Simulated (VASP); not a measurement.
Input of a VASP 6.6.1 run:

File INCAR:

```
PREC = Accurate ; ENCUT = 520
EDIFF = 1E-6 ; ISMEAR = 0
SIGMA = 0.023 ; LREAL = False
LASPH = True ; NELM = 100
ALGO = Normal ; ISIF = 2
LWAVE = False ; LCHARG = True
GGA = PE ; LELF = True
LVHAR = True ; NBANDS = 16
```

File KPOINTS:

```
regular mesh
0
Gamma
  8 8 8
```

File POSCAR:

```
CdSe
1.0
    0.0000000000      3.0702711986      3.0702711986
    3.0702711986      0.0000000000      3.0702711986
    3.0702711986      3.0702711986      0.0000000000
Cd Se
1 1
Direct
    0.0000000000      0.0000000000      0.0000000000
    0.2500000000      0.2500000000      0.2500000000
```

Potentials or basis: VASP PAW PBE potentials, release 64 (Cd, Se).

Run with:

```bash
$ cat potpaw_PBE.64/Cd/POTCAR potpaw_PBE.64/Se/POTCAR > POTCAR
$ mpirun -np 1 vasp_std > vasp.out
```

(1) What does it give for the pressure?

(2) Estimate the band gap on the k mesh.

Answers

(1) 1.6 GPa.

(2) 0.55 eV, direct.
